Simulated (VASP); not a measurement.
The system is Se.

```xyz
2
Lattice="3.7203 0.0000 0.0000 -1.8601 3.2218 0.0000 0.0000 0.0000 3.8506" Properties=species:S:1:pos:R:3 pbc="T T T"
Se    0.0000    2.1479    0.9626
Se    1.8601    1.0739    2.8879
```

This isn't the form of Se at room conditions, which is trigonal, of chains.

Base run:

- Program: VASP 6.6.1
- Functional: PBE
- Potentials or basis: VASP PAW PBE potentials, release 64 (Se)
- Cutoff: 520 eV
- k mesh: 19 × 19 × 10
- Occupations: fermi-dirac, width 0.03 eV
- Spin: no spin polarisation

Its results: band gap on the k mesh zero (bands 6 and 7 overlap by 2.08 eV); pressure -1.8 GPa.

Question: The run is repeated on the same cell with these changes: functional from PBE to RPBE; further incar settings from ALGO = Normal; EDIFF = 1e-07; NBANDS = 13 to ALGO = Normal; EDIFF = 1e-06; NBANDS = 13. What comes out?

Answer: Band gap on the k mesh zero (bands 6 and 7 overlap by 2.07 eV); pressure -0.1 GPa.

Caveats: the PAW data sets were made with another functional, which shifts forces and pressure a little (at least some runs).
